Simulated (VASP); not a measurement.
Wanted: the native input for a VASP 6.6.1 run.

```
Task                   : single point
Functional             : PBE
Potentials or basis    : VASP PAW PBE potentials, release 64 (Li_sv, Zr_sv, O)
Cutoff                 : 520 eV
k mesh                 : 12 × 12 × 10
Occupations            : gaussian, width 0.1 eV
Spin                   : no spin polarisation
Dipole correction      : no
Further INCAR settings : ALGO = Normal; EDIFF = 1e-06; NBANDS = 23
```

The structure of Li2ZrO2 lies in POSCAR:

```
Li2ZrO2
1.0
    4.0793886504      0.0000000000      0.0000000000
   -2.0396943252      3.5328542031      0.0000000000
    0.0000000000      0.0000000000      3.7526131646
Li Zr O
2 1 2
Direct
    0.3333333333      0.6666666667      0.5000000000
    0.6666666667      0.3333333333      0.5000000000
    0.0000000000      0.0000000000      0.0000000000
    0.3333333333      0.6666666667      0.0000000000
    0.6666666667      0.3333333333      0.0000000000
```

These files were run (other wordings do the same):

INCAR

```
ALGO = Normal
EDIFF = 1E-6
ENCUT = 520
GGA = PE
ISIF = 2
ISMEAR = 0
LASPH = True
LCHARG = False
LREAL = False
LWAVE = False
NBANDS = 23
NELM = 80
PREC = Accurate
SIGMA = 0.1
```

KPOINTS

```
k-points
0
Gamma
  12 12 10
```

Potentials or basis: VASP PAW PBE potentials, release 64 (Li_sv, Zr_sv, O).

Command:

```bash
$ cat potpaw_PBE.64/Li_sv/POTCAR potpaw_PBE.64/Zr_sv/POTCAR potpaw_PBE.64/O/POTCAR > POTCAR
$ mpirun -np 1 vasp_std > vasp.out
```

It gave:

| Property | Result |
| --- | --- |
| Band gap on the k mesh | zero (band 15 reaches 7.07 eV, above the bottom of band 16 at 6.48 eV) |

It took 62 s on 1 thread of Intel(R) Xeon(R) 6975P-C (Granite Rapids), with other jobs on the host, peak memory 0.25 GiB.
